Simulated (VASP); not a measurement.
# AlNi (P4/mmm) in VASP: notebook, part 2 of 2

VASP 6.6.1. The steps go on from the part before.

## 4. Single point, PBE

This run uses another cell than the first one, of 12.64 Å³/atom.

INCAR reads:

```
PREC = Accurate ; ENCUT = 520
EDIFF = 1E-6 ; ISMEAR = 0
SIGMA = 0.15 ; LREAL = F
LASPH = T ; NELM = 80
ALGO = Fast ; ISIF = 2
LWAVE = F ; LCHARG = F
GGA = PE ; NBANDS = 14
```

KPOINTS reads:

```
Automatic mesh
0
Gamma
  16 16 16
```

POSCAR reads:

```
AlNi
1.0
    2.0085534309     -2.0085201929      0.0000000000
    2.0085534309      2.0085201929      0.0000000000
    0.0000000000      0.0000000000      3.1325000000
Al Ni
1 1
Direct
    0.0000000000      0.0000000000      0.0000000000
    0.5000000000      0.5000000000      0.5000000000
```

Command:

```
$ cat potpaw_PBE.64/Al/POTCAR potpaw_PBE.64/Ni/POTCAR > POTCAR
$ mpirun -np 1 vasp_std > vasp.out
```

It took 92 s on 1 thread of Intel Xeon Platinum 8488C (Sapphire Rapids), shared host; peak memory 0.34 GiB.

The run converged. Its results:

- Free energy: -10.4960 eV
- Pressure: -5.9 GPa
- Band gap on the k mesh: zero (an odd number of electrons rules out a gap without spin polarisation)

Stress tensor (GPa, compression positive):
```
-4.41  0.00  0.00
 0.00 -4.40  0.00
 0.00  0.00 -8.90
```

Levels at points of the mesh, in eV from the Fermi level:
```csv
k point,band 4,band 5,band 6,band 7,band 8,band 9,band 10,band 11
"(0.00, 0.00, 0.00)",-1.49,-1.49,-1.27,3.19,6.42,6.42,7.14,8.33
"(0.50, 0.00, 0.00)",-2.42,-1.91,-1.38,-0.39,7.92,7.93,9.00,10.97
"(0.50, 0.50, 0.00)",-2.30,-2.15,-2.15,-0.80,1.96,2.74,10.35,13.31
"(0.00, 0.00, 0.50)",-1.92,-1.92,-1.22,-1.05,8.27,10.62,10.62,10.69
"(0.50, 0.00, 0.50)",-2.67,-1.82,-1.75,-1.07,1.21,1.94,12.53,14.96
"(0.50, 0.50, 0.50)",-1.05,-0.79,1.97,2.17,2.17,3.27,3.87,3.87
```

Caveat: the cell stands under tension. Spin polarisation is off, so any magnetic state and its effect on volume and gap are missing.

## 5. Single point, PBE

This run uses another cell than the first one, of 12.63 Å³/atom.

INCAR reads:

```
  PREC = Accurate
  ENCUT = 520
  EDIFF = 1E-6
  ISMEAR = 0
  SIGMA = 0.15
  LREAL = F
  LASPH = T
  NELM = 80
  ALGO = Fast
  ISIF = 2
  LWAVE = F
  LCHARG = F
  GGA = PE
  NBANDS = 14
```

KPOINTS reads:

```
regular mesh
0
Gamma
  16 16 16
```

POSCAR reads:

```
AlNi
1.0
    2.1447433238     -2.1447078321      0.0000000000
    2.1447433238      2.1447078321      0.0000000000
    0.0000000000      0.0000000000      2.7458000000
Al Ni
1 1
Direct
    0.0000000000      0.0000000000      0.0000000000
    0.5000000000      0.5000000000      0.5000000000
```

Potentials or basis: VASP PAW PBE potentials, release 64 (Al, Ni).

Command:

```
$ cat potpaw_PBE.64/Al/POTCAR potpaw_PBE.64/Ni/POTCAR > POTCAR
$ mpirun -np 1 vasp_std > vasp.out
```

OUTCAR:

```text
PREC = Accurate
   ENCUT = 520
   EDIFF = 1E-6
   ISMEAR = 0
   LREAL = F
   LASPH = T
   NELM = 80
   ISIF = 2
   GGA = PE

 ion  position               nearest neighbor table
   1  0.000  0.000  0.000-   2 2.55   2 2.55   2 2.55   2 2.55   2 2.55   2 2.55   2 2.55   2 2.55

   2  0.500  0.500  0.500-   1 2.55   1 2.55   1 2.55   1 2.55   1 2.55   1 2.55   1 2.55   1 2.55

  LATTYP: Found a base centered orthorhombic cell.
 ALAT       =     4.2894156642
 B/A-ratio  =     1.0000165485
 C/A-ratio  =     0.6401338119

  Lattice vectors:

 A1 = (  -2.1447433238,  -2.1447078321,   0.0000000000)
 A2 = (   2.1447433238,  -2.1447078321,   0.0000000000)
 A3 = (   0.0000000000,   0.0000000000,   2.7458000000)

Analysis of symmetry for initial positions (statically):
=====================================================================
 Subroutine PRICEL returns:
 Original cell was already a primitive cell.

 Routine SETGRP: Setting up the symmetry group for a
 base centered orthorhombic supercell.

 Subroutine GETGRP returns: Found  8 space group operations
 (whereof  8 operations were pure point group operations)
 out of a pool of  8 trial point group operations.

[... 170 lines left out ...]
 k-point     1 :       0.0000    0.0000    0.0000
  band No.  band energies     occupation
      1      -1.4328      2.00000
      2       6.3057      2.00000
      3       6.3322      2.00000
      4       7.7200      2.00000
      5       7.9894      2.00000
      6       7.9894      2.00000
      7      13.4869      0.00000
      8      13.4871      0.00000
      9      16.8488      0.00000
     10      17.0366      0.00000
     11      17.1391      0.00000
     12      22.6595      0.00000
     13      28.1602      0.00000
     14      30.3473      0.00000
[... 377 lines left out ...]
      1      -1.3034      2.00000
      2       6.2969      2.00000
      3       6.3398      2.00000
      4       7.6560      2.00000
      5       7.9711      2.00000
      6       7.9771      2.00000
      7      12.8943      0.00000
      8      13.0164      0.00000
      9      17.1915      0.00000
     10      17.6556      0.00000
     11      17.6650      0.00000
     12      22.9078      0.00000
     13      26.3756      0.00000
     14      29.8915      0.00000

 [... further k-points ...]
[... 5 lines left out ...]
  --------------------------------------------------------------------------------------
  -------------------------------------------------------------------------------------
  Total       -1.3529806     -1.3524553      0.0068947      0.0000000      0.0000000      0.0000000
  in kB      -85.8143251    -85.7810097      0.4373053      0.0000000      0.0000000      0.0000000
  external PRESSURE =     -57.0526765 kB  Pullay stress =       0.0000000 kB

 VOLUME and BASIS-vectors are now :
 -----------------------------------------------------------------------------
  energy-cutoff  :      520.00
  volume of cell :       25.26
      direct lattice vectors                 reciprocal lattice vectors
     2.144743324 -2.144707832  0.000000000     0.233128130 -0.233131988  0.000000000
     2.144743324  2.144707832  0.000000000     0.233128130  0.233131988  0.000000000
     0.000000000  0.000000000  2.745800000     0.000000000  0.000000000  0.364192585

 POSITION                                       TOTAL-FORCE (eV/Angst)
 -----------------------------------------------------------------------------------
      0.00000      0.00000      0.00000         0.000000      0.000000      0.000000
      2.14474      0.00000      1.37290         0.000000      0.000000      0.000000
 -----------------------------------------------------------------------------------
    total drift:                                0.000000     -0.000000     -0.000000

  FREE ENERGIE OF THE ION-ELECTRON SYSTEM (eV)
  ---------------------------------------------------
  free  energy   TOTEN  =       -10.4820287678 eV

  energy  without entropy=      -10.4712850637  energy(sigma->0) =      -10.47665692
```

stdout:

```text
POSCAR found type information on POSCAR AlNi
 POSCAR found :  2 types and       2 ions
 scaLAPACK will be used
 LDA part: xc-table for (Slater+PW92), standard interpolation
 POSCAR, INCAR and KPOINTS ok, starting setup
 FFT: planning ... GRIDC
 FFT: planning ... GRID_SOFT
 FFT: planning ... GRID
 WAVECAR not read
 entering main loop
WARNING in EDDRMM: call to ZHEGV failed, returncode =   8  4     14
WARNING in EDDRMM: call to ZHEGV failed, returncode =   6  3     13
```

Run time: 82 s. Hardware: 1 thread of Intel Xeon Platinum 8488C (Sapphire Rapids), shared host; peak memory 0.33 GiB.

What came out:

```
Free energy            : -10.4820 eV
Pressure               : -5.7 GPa
Band gap on the k mesh : zero (an odd number of electrons rules out a gap without spin polarisation)
```

Stress tensor (GPa, compression positive):
```
-8.58  0.00  0.00
 0.00 -8.58  0.00
 0.00  0.00  0.04
```

Levels at points of the mesh, in eV from the Fermi level:
```
           k point  band 4  band 5  band 6  band 7  band 8  band 9  band 10  band 11
(0.00, 0.00, 0.00)   -1.61   -1.34   -1.34    4.16    4.16    7.52     7.71     7.81
(0.50, 0.00, 0.00)   -2.28   -1.76   -1.28   -0.85    7.89    8.56     9.12    11.94
(0.50, 0.50, 0.00)   -3.14   -1.67   -1.67   -1.09    0.78    1.66    13.40    15.52
(0.00, 0.00, 0.50)   -2.27   -2.27   -1.47   -0.18    8.28    8.99     8.99    10.11
(0.50, 0.00, 0.50)   -2.25   -2.12   -1.99   -0.94    1.78    2.46    11.00    13.54
(0.50, 0.50, 0.50)   -1.04   -0.84    2.04    2.04    2.19    3.26     3.52     4.54
```

Caveat: the stress differs along the axes, from -9 to 0 GPa. Spin polarisation is off, so any magnetic state and its effect on volume and gap are missing.

## 6. The runs side by side

```csv
cell,gap on the mesh (eV),pressure (GPa)
"a = 2.937, b = 2.937, c = 2.668 Å, 2 atoms",none,9.7
"a = 2.744, b = 2.744, c = 3.055 Å, 2 atoms",none,9.7
"a = 2.841, b = 2.841, c = 3.132 Å, 2 atoms",none,-5.9
"a = 3.033, b = 3.033, c = 2.746 Å, 2 atoms",none,-5.7
```

Alike in all rows: task single point; level PBE; potentials or basis VASP PAW PBE potentials, release 64 (Al, Ni); no spin polarisation; k mesh 16 × 16 × 16; cutoff (eV) 520; smearing gaussian 0.15 eV.

Caveats: the stress differs along the axes, from 6 to 17 GPa (at least some runs); the stress differs along the axes, from 6 to 12 GPa (at least some runs); the cell stands under tension (at least some runs); the stress differs along the axes, from -9 to 0 GPa (at least some runs).

Absolute energies hang on the potentials; compare differences alone.
